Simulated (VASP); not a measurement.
# CsSb6 (Pm-3m) in VASP: further runs

CsSb6 is run at these levels: PBE; tasks: single point, relaxation of cell and atoms.

Program: VASP 6.6.1. These are calculated values, not measurements. Logs are shortened: lines on timing, memory, paths and dates and some standing lists are left out, and cuts for length are marked.

### 1 The cell of the first run

It takes space group Pm-3m (No. 221, cubic). Conventional cell: a = 7.386 Å, b = 7.386 Å, c = 7.386 Å, α = 90.00°, β = 90.00°, γ = 90.00°. Sb (site symmetry 4mm) has 5 Sb at 2.95 to 3.14 Å within 3.9 Å.

The cell was built from a structure type or drawn by symmetry, and may not be a known phase.

### 2 Single point, PBE

File INCAR:

```
SYSTEM = CsSb6
  ALGO = Normal
  EDIFF = 1E-6
  ENCUT = 520
  GGA = PE
  ISIF = 2
  ISMEAR = 0
  LASPH = .TRUE.
  LCHARG = .FALSE.
  LREAL = .FALSE.
  LWAVE = .FALSE.
  NBANDS = 28
  NELM = 100
  PREC = Accurate
  SIGMA = 0.1
```

File KPOINTS:

```
k-points
0
G
  4 4 4
  0 0 0
```

File POSCAR:

```
CsSb6
1.0
    7.3864049888      0.0000000000      0.0000000000
    0.0000000000      7.3864049888      0.0000000000
    0.0000000000      0.0000000000      7.3864049888
Cs Sb
1 6
Direct
    0.0000000000      0.0000000000      0.0000000000
    0.8003361865      0.5000000000      0.5000000000
    0.1996638135      0.5000000000      0.5000000000
    0.5000000000      0.5000000000      0.8003361865
    0.5000000000      0.5000000000      0.1996638135
    0.5000000000      0.1996638135      0.5000000000
    0.5000000000      0.8003361865      0.5000000000
```

Potentials or basis: VASP PAW PBE potentials, release 64 (Cs_sv, Sb).

Launch:

```console
$ cat potpaw_PBE.64/Cs_sv/POTCAR potpaw_PBE.64/Sb/POTCAR > POTCAR
$ mpirun -np 1 vasp_std > vasp.out
```

OUTCAR:

```text
SYSTEM = CsSb6
   EDIFF = 1E-6
   ENCUT = 520
   GGA = PE
   ISIF = 2
   ISMEAR = 0
   LASPH = .TRUE.
   LREAL = .FALSE.
   NELM = 100
   PREC = Accurate

 ion  position               nearest neighbor table
   1  0.000  0.000  0.000-
   2  0.800  0.500  0.500-   3 2.95   4 3.14   5 3.14   6 3.14   7 3.14
   3  0.200  0.500  0.500-   2 2.95   4 3.14   5 3.14   6 3.14   7 3.14
   4  0.500  0.500  0.800-   5 2.95   3 3.14   2 3.14   6 3.14   7 3.14
   5  0.500  0.500  0.200-   4 2.95   3 3.14   2 3.14   6 3.14   7 3.14
   6  0.500  0.200  0.500-   7 2.95   3 3.14   4 3.14   5 3.14   2 3.14
   7  0.500  0.800  0.500-   6 2.95   3 3.14   4 3.14   5 3.14   2 3.14

  LATTYP: Found a simple cubic cell.
 ALAT       =     7.3864049888

  Lattice vectors:

 A1 = (   7.3864049888,   0.0000000000,   0.0000000000)
 A2 = (   0.0000000000,   7.3864049888,   0.0000000000)
 A3 = (   0.0000000000,   0.0000000000,   7.3864049888)

Analysis of symmetry for initial positions (statically):
=====================================================================
 Subroutine PRICEL returns:
 Original cell was already a primitive cell.

 Routine SETGRP: Setting up the symmetry group for a
 simple cubic supercell.

 Subroutine GETGRP returns: Found 48 space group operations
 (whereof 48 operations were pure point group operations)
 out of a pool of 48 trial point group operations.

The static configuration has the point symmetry O_h .

Analysis of symmetry for dynamics (positions and initial velocities):
=====================================================================
 Subroutine PRICEL returns:
 Original cell was already a primitive cell.

 Routine SETGRP: Setting up the symmetry group for a
 simple cubic supercell.

 Subroutine GETGRP returns: Found 48 space group operations
 (whereof 48 operations were pure point group operations)
 out of a pool of 48 trial point group operations.

The dynamic configuration has the point symmetry O_h .

 Subroutine INISYM returns: Found 48 space group operations
 (whereof 48 operations are pure point group operations),
 and found     1 'primitive' translations

----------------------------------------------------------------------------------------

                                     Primitive cell

  volume of cell :     402.9947

  direct lattice vectors                    reciprocal lattice vectors
     7.386404989  0.000000000  0.000000000     0.135383857  0.000000000  0.000000000
     0.000000000  7.386404989  0.000000000     0.000000000  0.135383857  0.000000000
     0.000000000  0.000000000  7.386404989     0.000000000  0.000000000  0.135383857

  length of vectors
     7.386404989  7.386404989  7.386404989     0.135383857  0.135383857  0.135383857

  position of ions in fractional coordinates (direct lattice)
     0.000000000  0.000000000  0.000000000
     0.800336186  0.500000000  0.500000000
     0.199663814  0.500000000  0.500000000
     0.500000000  0.500000000  0.800336186
     0.500000000  0.500000000  0.199663814
     0.500000000  0.199663814  0.500000000
     0.500000000  0.800336186  0.500000000

  ion indices of the primitive-cell ions
   primitive index   ion index
                 1           1
                 2           2
                 3           3
                 4           4
                 5           5
                 6           6
                 7           7

----------------------------------------------------------------------------------------

 KPOINTS: k-points

Automatic generation of k-mesh.
 Grid dimensions read from file:
 generate k-points for:    4    4    4

 Generating k-lattice:

  Cartesian coordinates                     Fractional coordinates (reciprocal lattice)
     0.033845964  0.000000000  0.000000000     0.250000000  0.000000000  0.000000000
     0.000000000  0.033845964  0.000000000     0.000000000  0.250000000  0.000000000
     0.000000000  0.000000000  0.033845964     0.000000000  0.000000000  0.250000000

  Length of vectors
     0.033845964  0.033845964  0.033845964

  Shift w.r.t. Gamma in fractional coordinates (k-lattice)
     0.000000000  0.000000000  0.000000000

 Subroutine IBZKPT returns following result:
 ===========================================

 Found     10 irreducible k-points:

 Following reciprocal coordinates:
            Coordinates               Weight
  0.000000  0.000000  0.000000      1.000000
  0.250000  0.000000  0.000000      6.000000
  0.500000  0.000000  0.000000      3.000000
  0.250000  0.250000  0.000000     12.000000
  0.500000  0.250000  0.000000     12.000000
  0.500000  0.500000  0.000000      3.000000
  0.250000  0.250000  0.250000      8.000000
  0.500000  0.250000  0.250000     12.000000
  0.500000  0.500000  0.250000      6.000000
  0.500000  0.500000  0.500000      1.000000
   k-points           NKPTS =     10   k-points in BZ     NKDIM =     10   number of bands    NBANDS=     28
   number of dos      NEDOS =    301   number of ions     NIONS =      7
   total plane-waves  NPLWV = 175616
   dimension x,y,z NGX =    56 NGY =   56 NGZ =   56
   dimension x,y,z NGXF=   112 NGYF=  112 NGZF=  112
   ions per type =               1   6
   NGX,Y,Z   is equivalent  to a cutoff of  12.60, 12.60, 12.60 a.u.
   NGXF,Y,Z  is equivalent  to a cutoff of  25.21, 25.21, 25.21 a.u.
 SYSTEM =  CsSb6
   PREC   = accura    normal or accurate (medium, high low for compatibility)
   ISTART =      0    job   : 0-new  1-cont  2-samecut
   ICHARG =      2    charge: 1-file 2-atom 10-const
   ISPIN  =      1    spin polarized calculation?
   LNONCOLLINEAR =      F non collinear calculations
   LSORBIT =      F    spin-orbit coupling
   LASPH  =      T    aspherical Exc in radial PAW
   ENCUT  =  520.0 eV  38.22 Ry    6.18 a.u.  13.73 13.73 13.73*2*pi/ulx,y,z
   NELM   =    100;   NELMIN=  2; NELMDL= -5     # of ELM steps
   EDIFF  = 0.1E-05   stopping-criterion for ELM
   LREAL  =      F    real-space projection
   EDIFFG = 0.1E-04   stopping-criterion for IOM
   NSW    =      0    number of steps for IOM
   IBRION =     -1    ionic relax: 0-MD 1-quasi-New 2-CG
   NFREE  =      0    steps in history (QN), initial steepest desc. (CG)
   ISIF   =      2    stress and relaxation
   ISYM   =      2    0-nonsym 1-usesym 2-fastsym
   POTIM  = 0.5000    time-step for ionic-motion
   TEBEG  =    0.0;   TEEND  =   0.0 temperature during run
   PSTRESS=    0.0 pullay stress
   NELECT =      39.0000    total number of electrons
   NUPDOWN=      -1.0000    fix difference up-down
   EMIN   =  10.00;   EMAX   =-10.00  energy-range for DOS
   EFERMI =   0.00;   METHOD = LEGACY
   ISMEAR =     0;   SIGMA  =   0.10  broadening in eV -4-tet -1-fermi 0-gaus
   EFERMI_NEDOS =   21; number of points for ismear=-14 and -15
   IALGO  =     38    algorithm
   IMIX   =      4    mixing-type and parameters
     AMIX     =   0.40;   BMIX     =  1.00
     AMIX_MAG =   1.60;   BMIX_MAG =  1.00
  volume/ion in A,a.u.               =      57.57       388.51
  Fermi-wavevector in a.u.,A,eV,Ry     =   0.751617  1.420350  7.686313  0.564928
  Thomas-Fermi vector in A             =   1.848639
   LORBIT       =      0    0 simple, 1 ext, 2 COOP (PROOUT), +10 PAW based schemes
   GGA     = PE    functional components
   LHFCALC =     F    Hartree Fock is set to
   AEXX    =    0.0000 exact exchange contribution
   IVDW    =     0    specifies the selected vdW correction
   LEPSILON=     F    determine dielectric tensor
   LRPA    =     F    only Hartree local field effects (RPA)
 non-spin polarized calculation
 Gauss-broadening in eV      SIGMA  =   0.10
  energy-cutoff  :      520.00
  volume of cell :      402.99
 maximum number of plane-waves:     10891
 NGX is ok and might be reduce to    56
   NGX = 27   NGY = 27   NGZ = 27

 number of electron      38.9999999 magnetization

 Free energy of the ion-electron system (eV)
  ---------------------------------------------------
  ext. energy  EPLUGINS =         0.00000000
  ---------------------------------------------------
  free energy    TOTEN  =       -23.53104807 eV

  energy without entropy =      -23.51044877  energy(sigma->0) =      -23.52074842

 E-fermi :   2.0794     XC(G=0):  -6.5409

 val. band max:        2.0294947238   @ k =   0.2500   0.0000   0.0000
 cond. band min:       2.1169950244   @ k =   0.5000   0.2500   0.0000
 fundamental gap:      0.0875003006
 Fermi energy:         2.0793712339

 k-point     1 :       0.0000    0.0000    0.0000
  band No.  band energies     occupation
      1     -21.4759      2.00000
      2      -9.5878      2.00000
      3      -8.2263      2.00000
      4      -8.2263      2.00000
      5      -8.2263      2.00000
      6      -6.7332      2.00000
[... 20 lines left out ...]
     27       4.7858      0.00000
     28       4.7858      0.00000

 k-point     2 :       0.2500    0.0000    0.0000
  band No.  band energies     occupation
      1     -21.4759      2.00000
      2      -9.5194      2.00000
      3      -8.2265      2.00000
      4      -8.2261      2.00000
      5      -8.2261      2.00000
      6      -7.3857      2.00000
[... 20 lines left out ...]
     27       5.1509      0.00000
     28       5.1511      0.00000

 k-point     3 :       0.5000    0.0000    0.0000
  band No.  band energies     occupation
      1     -21.4759      2.00000
      2      -9.4384      2.00000
      3      -8.2258      2.00000
      4      -8.2258      2.00000
      5      -8.2255      2.00000
      6      -7.7303      2.00000
[... 182 lines left out ...]
      3      -8.2294      2.00000
      4      -8.2294      2.00000
      5      -8.2265      2.00000
      6      -7.7191      2.00000
[... 20 lines left out ...]
     27       4.1133      0.00000
     28       5.3372      0.00000

 k-point    10 :       0.5000    0.5000    0.5000
  band No.  band energies     occupation
      1     -21.4758      2.00000
      2      -9.0220      2.00000
      3      -8.2274      2.00000
      4      -8.2274      2.00000
      5      -8.2274      2.00000
      6      -7.7188      2.00000
[... 20 lines left out ...]
     27       3.9033      0.00000
     28       5.6999      0.00000

------------------------ aborting loop because EDIFF is reached ----------------------------------------

  FORCE on cell =-STRESS in cart. coord.  units (eV):
  Direction    XX          YY          ZZ          XY          YZ          ZX
  --------------------------------------------------------------------------------------
  -------------------------------------------------------------------------------------
  Total       -0.3313489     -0.3313489     -0.3313489      0.0000000     -0.0000000      0.0000000
  in kB       -1.3173366     -1.3173366     -1.3173366      0.0000000     -0.0000000      0.0000000
  external PRESSURE =      -1.3173366 kB  Pullay stress =       0.0000000 kB

 VOLUME and BASIS-vectors are now :
 -----------------------------------------------------------------------------
  energy-cutoff  :      520.00
  volume of cell :      402.99
      direct lattice vectors                 reciprocal lattice vectors
     7.386404989  0.000000000  0.000000000     0.135383857  0.000000000  0.000000000
     0.000000000  7.386404989  0.000000000     0.000000000  0.135383857  0.000000000
     0.000000000  0.000000000  7.386404989     0.000000000  0.000000000  0.135383857

 POSITION                                       TOTAL-FORCE (eV/Angst)
 -----------------------------------------------------------------------------------
      0.00000      0.00000      0.00000        -0.000000      0.000000      0.000000
      5.91161      3.69320      3.69320        -0.005055      0.000000      0.000000
      1.47480      3.69320      3.69320         0.005055     -0.000000      0.000000
      3.69320      3.69320      5.91161        -0.000000     -0.000000     -0.005055
      3.69320      3.69320      1.47480        -0.000000      0.000000      0.005055
      3.69320      1.47480      3.69320        -0.000000      0.005055      0.000000
      3.69320      5.91161      3.69320        -0.000000     -0.005055      0.000000
 -----------------------------------------------------------------------------------
    total drift:                               -0.000000      0.000000     -0.000000

  FREE ENERGIE OF THE ION-ELECTRON SYSTEM (eV)
  ---------------------------------------------------
  free  energy   TOTEN  =       -23.5310480749 eV

  energy  without entropy=      -23.5104487652  energy(sigma->0) =      -23.52074842
```

It took 74 s on 1 thread of Intel Xeon 6975P-C (Granite Rapids), shared host; peak memory 0.45 GiB.

Results:

| Item | Value |
| --- | --- |
| Free energy | -23.5310 eV |
| Pressure | -0.1 GPa |
| Largest force | 0.005 eV/Å |
| Band gap on the k mesh | zero (an odd number of electrons rules out a gap without spin polarisation) |

Forces on the atoms (eV/Å):
```
Cs   0.000  0.000  0.000
Sb  -0.005  0.000  0.000
Sb   0.005  0.000  0.000
Sb   0.000  0.000 -0.005
Sb   0.000  0.000  0.005
Sb   0.000  0.005  0.000
Sb   0.000 -0.005  0.000
```

Levels at points of the mesh, in eV from the Fermi level:
```tsv
k point	band 16	band 17	band 18	band 19	band 20	band 21	band 22	band 23
(0.00, 0.00, 0.00)	-1.29	-1.29	-0.84	-0.84	-0.84	0.50	0.50	1.38
(0.50, 0.00, 0.00)	-1.15	-1.15	-0.96	-0.35	0.28	0.28	0.51	1.95
(0.50, 0.50, 0.00)	-2.68	-0.61	-0.61	-0.27	0.78	0.84	1.19	1.19
(0.50, 0.50, 0.50)	-3.21	-1.08	0.77	0.77	0.77	0.81	0.81	0.81
```

Caveat: spin-orbit coupling is left out, which moves the levels of the heavy elements.

### 3 Relaxation of cell and atoms, PBE

This run uses another cell than the first one, of 30.82 Å³/atom.

File INCAR:

```
SYSTEM = CsSb6
PREC = Accurate
ENCUT = 600
EDIFF = 1E-7
ISMEAR = 0
SIGMA = 0.1
LREAL = .FALSE.
LASPH = .TRUE.
NELM = 100
ALGO = Normal
ISIF = 3
LWAVE = .FALSE.
LCHARG = .FALSE.
GGA = PE
IBRION = 2
NSW = 90
EDIFFG = -0.04
```

File KPOINTS:

```
Automatic mesh
0
G
  4 4 4
  0 0 0
```

File POSCAR:

```
CsSb6
1.0
    5.9973352300      0.0000000000      0.0000000000
    0.0000000000      5.9973352300      0.0000000000
    0.0000000000      0.0000000000      5.9973352300
Cs Sb
1 6
Direct
    0.0000000000      0.0000000000      0.0000000000
    0.8001218400      0.5000000000      0.5000000000
    0.1998781600      0.5000000000      0.5000000000
    0.5000000000      0.5000000000      0.8001218400
    0.5000000000      0.5000000000      0.1998781600
    0.5000000000      0.1998781600      0.5000000000
    0.5000000000      0.8001218400      0.5000000000
```

Potentials or basis: VASP PAW PBE potentials, release 64 (Cs_sv, Sb).

Launch:

```console
$ cat potpaw_PBE.64/Cs_sv/POTCAR potpaw_PBE.64/Sb/POTCAR > POTCAR
$ mpirun -np 1 vasp_std > vasp.out
```

It took 14 min on 1 thread of Intel Xeon 6975P-C (Granite Rapids), shared host; peak memory 0.36 GiB.

It converged, with:

```
Free energy                           : -23.5245 eV
Relaxed volume                        : 56.72 Å³/atom
Relaxed cell                          : a = 7.350 Å, b = 7.350 Å, c = 7.350 Å, α = 90.00°, β = 90.00°, γ = 90.00°
Space group after relaxing (to 0.1 Å) : Pm-3m (No. 221)
Energy gained by relaxing             : 2379.4 meV/atom
Ionic steps                           : 25
Pressure after relaxing               : 0.1 GPa
Largest force after relaxing          : 0.030 eV/Å
Band gap on the k mesh                : zero (an odd number of electrons rules out a gap without spin polarisation)
```

Forces in eV/Å, atoms in the order of the input:
```
Cs   0.000  0.000  0.000
Sb  -0.030  0.000  0.000
Sb   0.030  0.000  0.000
Sb   0.000  0.000 -0.030
Sb   0.000  0.000  0.030
Sb   0.000  0.030  0.000
Sb   0.000 -0.030  0.000
```

Step by step:
| step | energy change (eV) | largest force (eV/Å) | pressure (GPa) | volume (Å³) |
| --- | --- | --- | --- | --- |
| 1 | 0.0000 | 7.1416 | 50.65 | 215.71 |
| 2 | -13.9392 | 0.9851 | -0.20 | 685.21 |
| 3 | -14.0211 | 1.0817 | -0.17 | 666.70 |
| 4 | -14.1018 | 1.1799 | -0.13 | 649.10 |
| 5 | -14.7205 | 4.0971 | 3.52 | 393.49 |
| 6 | -14.4878 | 2.7992 | 1.06 | 520.28 |
| 7 | -14.6178 | 3.1935 | 1.58 | 481.34 |
| 8 | -14.6669 | 0.7202 | -2.50 | 547.05 |
| 9 | -15.2622 | 0.3929 | -0.97 | 509.66 |
| 10 | -15.2628 | 0.4432 | -0.92 | 508.87 |
| 11 | -15.4499 | 0.4951 | -0.82 | 485.74 |
| 12 | -15.9397 | 0.9708 | -0.18 | 420.58 |
| 13 | -14.7039 | 0.2528 | 8.71 | 308.27 |
| 14 | -15.9815 | 1.2675 | 0.59 | 400.33 |
| 15 | -16.0135 | 1.3488 | 2.03 | 368.06 |
| 16 | -16.0307 | 1.3634 | 1.53 | 377.54 |
| 17 | -16.1054 | 1.1855 | 1.61 | 372.76 |
| 18 | -16.2186 | 0.7902 | 2.31 | 358.66 |
| 19 | -16.3256 | 0.7282 | 1.82 | 364.45 |
| 20 | -16.5405 | 0.5266 | 0.59 | 382.19 |
| 21 | -16.5715 | 0.3034 | -1.04 | 419.39 |
| 22 | -16.6103 | 0.3568 | -0.46 | 404.10 |
| 23 | -16.6106 | 0.3639 | -0.39 | 402.37 |
| 24 | -16.6293 | 0.2906 | -0.28 | 401.03 |
| 25 | -16.6557 | 0.0301 | 0.11 | 397.03 |

Final structure:
```
Cs Sb
1.0
     7.34977    0.00000    0.00000
     0.00000    7.34977    0.00000
     0.00000    0.00000    7.34977
Cs Sb
1 6
Direct
  0.00000 0.00000 0.00000
  0.80147 0.50000 0.50000
  0.19853 0.50000 0.50000
  0.50000 0.50000 0.80147
  0.50000 0.50000 0.19853
  0.50000 0.19853 0.50000
  0.50000 0.80147 0.50000
```

Levels at points of the mesh, in eV from the Fermi level:
```csv
k point,band 17,band 18,band 19,band 20,band 21,band 22
"(0.00, 0.00, 0.00)",-1.28,-0.86,-0.86,-0.86,0.53,0.53
"(0.50, 0.00, 0.00)",-1.14,-0.98,-0.35,0.33,0.33,0.53
"(0.50, 0.50, 0.00)",-0.62,-0.62,-0.19,0.76,0.88,1.23
"(0.50, 0.50, 0.50)",-1.00,0.78,0.78,0.78,0.81,0.81
```

Caveat: the volume moved by over 15 % at a fixed basis, so the end points are rough; spin-orbit coupling is left out, which moves the levels of the heavy elements.
